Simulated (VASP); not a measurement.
# SiC (P6_3mc) in VASP: notebook, part 2 of 2

VASP 6.6.1. The steps go on from the part before.

### 3 Single point, PBE

INCAR reads:

```
  PREC = Accurate
  ENCUT = 520
  EDIFF = 1E-6
  ISMEAR = 0
  SIGMA = 0.01
  LREAL = Auto
  LASPH = T
  NELM = 80
  ALGO = Normal
  ISIF = 2
  LWAVE = F
  LCHARG = F
  GGA = PE
  NBANDS = 126
```

KPOINTS reads:

```
regular mesh
0
Gamma
  3 3 3
```

POSCAR reads:

```
SiC
1.0
    3.0919365161      5.3553911397      5.0742922929
   -6.1838730322      0.0000000000      5.0742922929
    3.0919365161     -5.3553911397      5.0742922929
Si C
24 24
Direct
    0.3331939024      0.6665272357      0.4998605691
    0.6665272357      0.9998605691      0.8331939024
    0.4998605691      0.8331939024      0.1665272357
    0.4998605691      0.3331939024      0.6665272357
    0.3331939024      0.1665272357      0.9998605691
    0.6665272357      0.4998605691      0.3331939024
    0.9998605691      0.8331939024      0.6665272357
    0.8331939024      0.6665272357      0.9998605691
    0.1665272357      0.9998605691      0.3331939024
    0.8331939024      0.1665272357      0.4998605691
    0.1665272357      0.4998605691      0.8331939024
    0.9998605691      0.3331939024      0.1665272357
    0.4998605691      0.6665272357      0.8331939024
    0.8331939024      0.9998605691      0.1665272357
    0.6665272357      0.8331939024      0.4998605691
    0.6665272357      0.3331939024      0.9998605691
    0.4998605691      0.1665272357      0.3331939024
    0.8331939024      0.4998605691      0.6665272357
    0.1665272357      0.8331939024      0.9998605691
    0.9998605691      0.6665272357      0.3331939024
    0.3331939024      0.9998605691      0.6665272357
    0.9998605691      0.1665272357      0.8331939024
    0.3331939024      0.4998605691      0.1665272357
    0.1665272357      0.3331939024      0.4998605691
    0.4584727643      0.7918060976      0.6251394309
    0.7918060976      0.1251394309      0.9584727643
    0.6251394309      0.9584727643      0.2918060976
    0.6251394309      0.4584727643      0.7918060976
    0.4584727643      0.2918060976      0.1251394309
    0.7918060976      0.6251394309      0.4584727643
    0.1251394309      0.9584727643      0.7918060976
    0.9584727643      0.7918060976      0.1251394309
    0.2918060976      0.1251394309      0.4584727643
    0.9584727643      0.2918060976      0.6251394309
    0.2918060976      0.6251394309      0.9584727643
    0.1251394309      0.4584727643      0.2918060976
    0.2918060976      0.4584727643      0.6251394309
    0.6251394309      0.7918060976      0.9584727643
    0.4584727643      0.6251394309      0.2918060976
    0.4584727643      0.1251394309      0.7918060976
    0.2918060976      0.9584727643      0.1251394309
    0.6251394309      0.2918060976      0.4584727643
    0.9584727643      0.6251394309      0.7918060976
    0.7918060976      0.4584727643      0.1251394309
    0.1251394309      0.7918060976      0.4584727643
    0.7918060976      0.9584727643      0.6251394309
    0.1251394309      0.2918060976      0.9584727643
    0.9584727643      0.1251394309      0.2918060976
```

Potentials or basis: VASP PAW PBE potentials, release 64 (Si, C).

Launch:

```sh
cat potpaw_PBE.64/Si/POTCAR potpaw_PBE.64/C/POTCAR > POTCAR
mpirun -np 1 vasp_std > vasp.out
```

OUTCAR:

```text
PREC = Accurate
   ENCUT = 520
   EDIFF = 1E-6
   ISMEAR = 0
   LREAL = Auto
   LASPH = T
   NELM = 80
   ISIF = 2
   GGA = PE

 ion  position               nearest neighbor table
   1  0.333  0.667  0.500-  37 1.89  45 1.89  39 1.89  25 1.91   4 3.09   7 3.09  11 3.09   6 3.09
                             9 3.09   3 3.09  13 3.10  20 3.10  24 3.10  15 3.10  21 3.10  23 3.10
   2  0.667  1.000  0.833-  40 1.89  38 1.89  46 1.89  26 1.91   4 3.09  10 3.09   5 3.09   3 3.09
                             8 3.09   7 3.09  16 3.10  14 3.10  21 3.10  15 3.10  13 3.10  22 3.10
   3  0.500  0.833  0.167-  38 1.89  41 1.89  39 1.89  27 1.91   6 3.09   5 3.09   8 3.09   2 3.09
                             1 3.09   9 3.09  23 3.10  17 3.10  14 3.10  13 3.10  19 3.10  15 3.10
   4  0.500  0.333  0.667-  42 1.89  37 1.89  40 1.89  28 1.91   2 3.09   1 3.09  10 3.09   6 3.09
                             5 3.09  11 3.09  21 3.10  13 3.10  18 3.10  17 3.10  16 3.10  24 3.10
   5  0.333  0.167  1.000-  41 1.89  47 1.89  40 1.89  29 1.91   3 3.09   9 3.09  12 3.09   2 3.09
                            11 3.09   4 3.09  17 3.10  22 3.10  19 3.10  16 3.10  23 3.10  21 3.10
   6  0.667  0.500  0.333-  39 1.89  42 1.89  44 1.89  30 1.91   3 3.09   8 3.09   1 3.09   4 3.09
                            10 3.09  12 3.09  15 3.10  18 3.10  23 3.10  16 3.10  17 3.10  20 3.10
   7  1.000  0.833  0.667-  45 1.89  46 1.89  43 1.89  31 1.91  11 3.09  10 3.09   1 3.09   9 3.09
                             8 3.09   2 3.09  18 3.10  22 3.10  21 3.10  20 3.10  19 3.10  15 3.10
   8  0.833  0.667  1.000-  44 1.89  38 1.89  43 1.89  32 1.91  12 3.09   6 3.09   3 3.09  11 3.09
                             2 3.09   7 3.09  13 3.10  20 3.10  16 3.10  19 3.10  14 3.10  18 3.10
   9  0.167  1.000  0.333-  48 1.89  45 1.89  41 1.89  33 1.91  12 3.09   5 3.09  10 3.09   7 3.09
[... 53 lines left out ...]
  47  0.125  0.292  0.958-  12 1.89   5 1.89  11 1.89  22 1.91
  48  0.958  0.125  0.292-   9 1.89  12 1.89  10 1.89  14 1.91

  LATTYP: Found a trigonal (rhomboedric) cell.
 ALAT       =     7.9992954660
 COS(alpha) =     0.1035854227

  Lattice vectors:

 A1 = (   3.0919365161,   5.3553911397,   5.0742922929)
 A2 = (  -6.1838730322,   0.0000000000,   5.0742922929)
 A3 = (   3.0919365161,  -5.3553911397,   5.0742922929)

Analysis of symmetry for initial positions (statically):
=====================================================================
 Subroutine PRICEL returns following result:

  LATTYP: Found a hexagonal cell.
 ALAT       =     3.0919365167
 C/A-ratio  =     1.6411372826

  Lattice vectors:

 A1 = (   3.0919365167,   0.0000000000,   0.0000000000)
 A2 = (  -1.5459682574,   2.6776955699,   0.0000000000)
 A3 = (   0.0000000012,   0.0000000000,   5.0742922929)

  12 primitive cells build up your supercell.

 Routine SETGRP: Setting up the symmetry group for a
 trigonal (rhombohedral) supercell.

 Subroutine GETGRP returns: Found  6 space group operations
 (whereof  3 operations were pure point group operations)
 out of a pool of 12 trial point group operations.

The static configuration has the point symmetry C_3 .
 The point group associated with its full space group is C_3v.

Analysis of symmetry for dynamics (positions and initial velocities):
=====================================================================
 Subroutine PRICEL returns following result:

  LATTYP: Found a hexagonal cell.
 ALAT       =     3.0919365167
 C/A-ratio  =     1.6411372826

  Lattice vectors:

[... 79 lines left out ...]
  0.333333  0.333333  0.333333      2.000000
 -0.333333  0.333333  0.333333      6.000000
   k-points           NKPTS =      6   k-points in BZ     NKDIM =      6   number of bands    NBANDS=    126
   number of dos      NEDOS =    301   number of ions     NIONS =     48
   total plane-waves  NPLWV = 216000
   dimension x,y,z NGX =    60 NGY =   60 NGZ =   60
   dimension x,y,z NGXF=   120 NGYF=  120 NGZF=  120
   ions per type =              24  24
   NGX,Y,Z   is equivalent  to a cutoff of  12.47, 12.47, 12.47 a.u.
   NGXF,Y,Z  is equivalent  to a cutoff of  24.94, 24.94, 24.94 a.u.
 SYSTEM =  unknown system
   PREC   = accura    normal or accurate (medium, high low for compatibility)
   ISTART =      0    job   : 0-new  1-cont  2-samecut
   ICHARG =      2    charge: 1-file 2-atom 10-const
   ISPIN  =      1    spin polarized calculation?
   LNONCOLLINEAR =      F non collinear calculations
   LSORBIT =      F    spin-orbit coupling
   LASPH  =      T    aspherical Exc in radial PAW
   ENCUT  =  520.0 eV  38.22 Ry    6.18 a.u.  14.87 14.87 14.87*2*pi/ulx,y,z
   NELM   =     80;   NELMIN=  2; NELMDL= -5     # of ELM steps
   EDIFF  = 0.1E-05   stopping-criterion for ELM
   LREAL  =      T    real-space projection
   EDIFFG = 0.1E-04   stopping-criterion for IOM
   NSW    =      0    number of steps for IOM
   IBRION =     -1    ionic relax: 0-MD 1-quasi-New 2-CG
   NFREE  =      0    steps in history (QN), initial steepest desc. (CG)
   ISIF   =      2    stress and relaxation
   ISYM   =      2    0-nonsym 1-usesym 2-fastsym
   POTIM  = 0.5000    time-step for ionic-motion
   TEBEG  =    0.0;   TEEND  =   0.0 temperature during run
   PSTRESS=    0.0 pullay stress
   NELECT =     192.0000    total number of electrons
   NUPDOWN=      -1.0000    fix difference up-down
   EMIN   =  10.00;   EMAX   =-10.00  energy-range for DOS
   EFERMI =   0.00;   METHOD = LEGACY
   ISMEAR =     0;   SIGMA  =   0.01  broadening in eV -4-tet -1-fermi 0-gaus
   EFERMI_NEDOS =   21; number of points for ismear=-14 and -15
   IALGO  =     38    algorithm
   IMIX   =      4    mixing-type and parameters
     AMIX     =   0.40;   BMIX     =  1.00
     AMIX_MAG =   1.60;   BMIX_MAG =  1.00
  volume/ion in A,a.u.               =      10.50        70.88
  Fermi-wavevector in a.u.,A,eV,Ry     =   1.186658  2.242459 19.159157  1.408158
  Thomas-Fermi vector in A             =   2.322826
   LORBIT       =      0    0 simple, 1 ext, 2 COOP (PROOUT), +10 PAW based schemes
   GGA     = PE    functional components
   LHFCALC =     F    Hartree Fock is set to
   AEXX    =    0.0000 exact exchange contribution
   IVDW    =     0    specifies the selected vdW correction
   LEPSILON=     F    determine dielectric tensor
   LRPA    =     F    only Hartree local field effects (RPA)
 non-spin polarized calculation
 Gauss-broadening in eV      SIGMA  =   0.01
  energy-cutoff  :      520.00
  volume of cell :      504.14
 maximum number of plane-waves:     13618
   NGX = 29   NGY = 29   NGZ = 29

 number of electron     191.9999977 magnetization

 Free energy of the ion-electron system (eV)
  ---------------------------------------------------
  ext. energy  EPLUGINS =         0.00000000
  ---------------------------------------------------
  free energy    TOTEN  =      -361.33955553 eV

  energy without entropy =     -361.33955553  energy(sigma->0) =     -361.33955553

 E-fermi :   8.1390     XC(G=0): -11.2826

 val. band max:        8.0840383030   @ k =   0.0000   0.0000   0.0000
 cond. band min:      10.3873046414   @ k =   0.3333   0.3333   0.3333
 fundamental gap:      2.3032663384
 Fermi energy:         8.1390444586

 k-point     1 :       0.0000    0.0000    0.0000
  band No.  band energies     occupation
      1      -7.3616      2.00000
      2      -5.4607      2.00000
      3      -5.4607      2.00000
      4      -5.4607      2.00000
      5      -5.4607      2.00000
      6      -5.4607      2.00000
[... 655 lines left out ...]
    107      12.3008      0.00000
    108      12.3008      0.00000
 [bands above 108 left out]

------------------------ aborting loop because EDIFF is reached ----------------------------------------

  FORCE on cell =-STRESS in cart. coord.  units (eV):
  Direction    XX          YY          ZZ          XY          YZ          ZX
  --------------------------------------------------------------------------------------
  -------------------------------------------------------------------------------------
  Total        0.0001392      0.0001392     -0.1012442      0.0000000      0.0000000      0.0000000
  in kB        0.0004424      0.0004424     -0.3217602      0.0000000      0.0000000      0.0000000
  external PRESSURE =      -0.1069585 kB  Pullay stress =       0.0000000 kB

 VOLUME and BASIS-vectors are now :
 -----------------------------------------------------------------------------
  energy-cutoff  :      520.00
  volume of cell :      504.14
      direct lattice vectors                 reciprocal lattice vectors
     3.091936516  5.355391140  5.074292293     0.053903651  0.093363862  0.065690606
    -6.183873032  0.000000000  5.074292293    -0.107807302  0.000000000  0.065690606
     3.091936516 -5.355391140  5.074292293     0.053903651 -0.093363862  0.065690606

 POSITION                                       TOTAL-FORCE (eV/Angst)
 -----------------------------------------------------------------------------------
     -1.54597     -0.89257      7.60932         0.000000      0.000000      0.004036
     -1.54597     -0.89257     12.68361         0.000000      0.000000      0.004036
     -3.09194      1.78513      7.60932         0.000000      0.000000      0.004036
      1.54597     -0.89257      7.60932         0.000000      0.000000      0.004036
      3.09194     -3.57026      7.60932         0.000000      0.000000      0.004036
     -0.00000      1.78513      7.60932         0.000000      0.000000      0.004036
[... 40 lines left out ...]
      1.54597     -4.46283      6.97927         0.000000      0.000000     -0.004036
      3.09194      3.57026      6.97927         0.000000      0.000000     -0.004036
 -----------------------------------------------------------------------------------
    total drift:                               -0.000001      0.000001     -0.242073

  FREE ENERGIE OF THE ION-ELECTRON SYSTEM (eV)
  ---------------------------------------------------
  free  energy   TOTEN  =      -361.3395555293 eV

  energy  without entropy=     -361.3395555293  energy(sigma->0) =     -361.33955553
```

Wall time 16 min (1 thread of Oxide Virtual Turin-like, shared host); peak memory 0.56 GiB.

What came out:

```
Free energy            : -361.3396 eV
Pressure               : 0.0 GPa
Largest force          : 0.004 eV/Å
Band gap on the k mesh : 2.30 eV
```

Forces in eV/Å, atoms in the order of the input:
```
Si   0.000  0.000  0.004
Si   0.000  0.000  0.004
Si   0.000  0.000  0.004
Si   0.000  0.000  0.004
Si   0.000  0.000  0.004
Si   0.000  0.000  0.004
Si   0.000  0.000  0.004
Si   0.000  0.000  0.004
Si   0.000  0.000  0.004
Si   0.000  0.000  0.004
Si   0.000  0.000  0.004
Si   0.000  0.000  0.004
Si   0.000  0.000  0.004
Si   0.000  0.000  0.004
Si   0.000  0.000  0.004
Si   0.000  0.000  0.004
Si   0.000  0.000  0.004
Si   0.000  0.000  0.004
Si   0.000  0.000  0.004
Si   0.000  0.000  0.004
Si   0.000  0.000  0.004
Si   0.000  0.000  0.004
Si   0.000  0.000  0.004
Si   0.000  0.000  0.004
C    0.000  0.000 -0.004
C    0.000  0.000 -0.004
C    0.000  0.000 -0.004
C    0.000  0.000 -0.004
C    0.000  0.000 -0.004
C    0.000  0.000 -0.004
C    0.000  0.000 -0.004
C    0.000  0.000 -0.004
C    0.000  0.000 -0.004
C    0.000  0.000 -0.004
C    0.000  0.000 -0.004
C    0.000  0.000 -0.004
C    0.000  0.000 -0.004
C    0.000  0.000 -0.004
C    0.000  0.000 -0.004
C    0.000  0.000 -0.004
C    0.000  0.000 -0.004
C    0.000  0.000 -0.004
C    0.000  0.000 -0.004
C    0.000  0.000 -0.004
C    0.000  0.000 -0.004
C    0.000  0.000 -0.004
C    0.000  0.000 -0.004
C    0.000  0.000 -0.004
```

A k mesh can miss the band edges.
